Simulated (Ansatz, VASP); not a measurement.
## NbN: VASP beside Ansatz

```
CELL_PARAMETERS angstrom
0.00000 2.19450 2.19450
2.19450 0.00000 2.19450
2.19450 2.19450 0.00000
ATOMIC_POSITIONS crystal
Nb 0.50000 0.50000 0.50000
N 0.00000 0.00000 0.00000
```

Alike in both runs: task single point; functional PBE; k mesh 6 × 6 × 6; occupations gaussian, width 0.1 eV; collinear spin.

```csv
,VASP,Ansatz
version,VASP 6.6.1,Ansatz 0.2.0
potentials or method,"VASP PAW PBE potentials, release 64 (Nb_sv, N), cutoff 600 eV","scalar-relativistic, plane waves, PAW"
valence electrons in the cell,18,18
```

|  | VASP | Ansatz | Ansatz less VASP |
| --- | --- | --- | --- |
| gap on the k mesh at the Fermi level (eV) | none | none | - |
| pressure (GPa) | 6.8 | 7.6 | +0.76 |
| net moment per atom (μB) | 0.00 | 0.00 | 0.000 |

A gap of «none» marks a metal or a gap that the smearing closes. Ansatz's warnings: no starting moments, stability check not made.

The k mesh is coarse, so the values compare programs but aren't converged.
